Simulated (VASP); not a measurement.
Write the native input for VASP 6.6.1 that does the following.

```
Task                   : single point
Functional             : LDA
Potentials or basis    : VASP PAW LDA potentials, release 64 (Os)
Cutoff                 : 520 eV
k mesh                 : 11 × 11 × 6
Occupations            : fermi-dirac, width 0.05 eV
Spin                   : no spin polarisation
Dipole correction      : no
Further INCAR settings : ALGO = Normal; EDIFF = 1e-06; NBANDS = 15
```

The structure of Os lies in POSCAR:

```
Os
1.0
    2.7157497827      0.0000000000      0.0000000000
   -1.3578748913      2.3519083021      0.0000000000
    0.0000000000      0.0000000000      4.2907078513
Os
2
Direct
    0.6666666667      0.3333333333      0.7500000000
    0.3333333333      0.6666666667      0.2500000000
```

These files were run (other wordings do the same):

INCAR

```
PREC = Accurate
ENCUT = 520
EDIFF = 1E-6
ISMEAR = -1
SIGMA = 0.05
LREAL = F
LASPH = T
NELM = 80
ALGO = Normal
ISIF = 2
LWAVE = F
LCHARG = F
GGA = CA
NBANDS = 15
```

KPOINTS

```
Automatic mesh
0
Gamma
  11 11 6
```

Potentials or basis: VASP PAW LDA potentials, release 64 (Os).

Run with:

```bash
$ cat potpaw_LDA.64/Os/POTCAR > POTCAR
$ mpirun -np 1 vasp_std > vasp.out
```

It gave:

The pressure is 1.0 GPa and the band gap on the k mesh is zero (bands 8 and 9 overlap by 4.01 eV).

Caveat: spin-orbit coupling is left out, which moves the levels of the heavy elements.

Wall time 42 s on 1 thread of Intel Xeon 8259CL, on a shared host, peak memory 0.14 GiB.
